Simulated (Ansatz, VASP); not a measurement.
Two plane-wave programs on Te2Mo2Pt

INCAR

```
PREC = Accurate
ENCUT = 600
EDIFF = 1E-6
ISMEAR = 0
SIGMA = 0.1
LREAL = F
LASPH = T
NELM = 80
ALGO = Fast
ISIF = 3
LWAVE = F
LCHARG = F
GGA = PE
IBRION = 2
NSW = 100
EDIFFG = -0.01
```

The input KPOINTS:

```
regular mesh
0
Gamma
  12 12 4
```

File POSCAR:

```
Te2Mo2Pt
1.0
    3.2023866641      0.0000000000      0.0000000000
   -1.6011933320      2.7733482038      0.0000000000
    0.0000000000      0.0000000000     12.3370967055
Te Mo Pt
2 2 1
Direct
    0.6666666667      0.3333333333      0.3298178000
    0.3333333333      0.6666666667      0.6701822000
    0.3333333333      0.6666666667      0.1706382406
    0.6666666667      0.3333333333      0.8293617594
    0.0000000000      0.0000000000      0.0000000000
```

Input for Ansatz:

```yaml
crystal:
  lattice:
    - [3.2023866641, 0.0, 0.0]
    - [-1.601193332, 2.7733482038, 0.0]
    - [0.0, 0.0, 12.3370967055]
  atoms:
    - { symbol: Te, position: [0.6666666667, 0.3333333333, 0.3298178] }
    - { symbol: Te, position: [0.3333333333, 0.6666666667, 0.6701822] }
    - { symbol: Mo, position: [0.3333333333, 0.6666666667, 0.1706382406] }
    - { symbol: Mo, position: [0.6666666667, 0.3333333333, 0.8293617594] }
    - { symbol: Pt, position: [0.0, 0.0, 0.0] }
basis:
  ecutwfc: 420
kpoints:
  mp_grid: { grid: [12, 12, 4] }
hamiltonian:
  xc: pbe
scf:
  occupations: { method: gaussian, width: 0.1 }
output:
  forces: true
  stress: true
  eigenvalues: true
relax:
  adjacent_minimum: "off"
  f_tol: 0.01
  max_steps: 80
  cell: { stress_tol: 0.05 }
```

Alike in both runs: task relaxation of cell and atoms; functional PBE; k mesh 12 × 12 × 4; occupations gaussian, width 0.1 eV; no spin polarisation.

```csv
,VASP,Ansatz
version,VASP 6.6.1,Ansatz 0.2.0
potentials or method,"VASP PAW PBE potentials, release 64 (Te, Mo_sv, Pt), cutoff 600 eV","scalar-relativistic, plane waves, PAW"
valence electrons in the cell,50,78
```

|  | VASP | Ansatz | Ansatz less VASP |
| --- | --- | --- | --- |
| gap on the k mesh at the Fermi level, each at its own relaxed structure (eV) | none | none | - |
| relaxed volume (Å³/atom) | 21.99 | 22.29 | +0.293 |
| relaxed cell length with the largest relative difference (Å) | 12.307 | 12.467 | +0.1599 |

A gap of «none» marks a metal or a gap that the smearing closes. VASP's potentials hold 50 valence electrons a cell and Ansatz's 78, so a difference there can come from the potentials and not from the codes.

Neither program's run includes spin-orbit coupling.
